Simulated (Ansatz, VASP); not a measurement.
**Two plane-wave programs on BeS**

```
CELL_PARAMETERS angstrom
0.00000 2.43946 2.43946
2.43946 0.00000 2.43946
2.43946 2.43946 0.00000
ATOMIC_POSITIONS crystal
Be 0.00000 0.00000 0.00000
S 0.75000 0.75000 0.75000
```

Change from the starting cell: the structure that the rattled cell fell into.

Alike in both runs: task single point; functional PBE; k mesh 6 × 6 × 6; occupations gaussian, width 0.1 eV; no spin polarisation.

```csv
,VASP,Ansatz
version,VASP 6.6.1,Ansatz 0.2.0
potentials or method,"VASP PAW PBE potentials, release 64 (Be, S), cutoff 520 eV","scalar-relativistic, plane waves, PAW"
valence electrons in the cell,8,8
```

```csv
,VASP,Ansatz,Ansatz less VASP
gap on the k mesh at the Fermi level (eV),3.15,3.15,-0.001
least direct gap on the mesh (eV),5.68,5.66,-0.018
pressure (GPa),-0.1,-0.1,-0.01
```

The functional is the same, so the differences come from potentials, cutoffs and numerics.
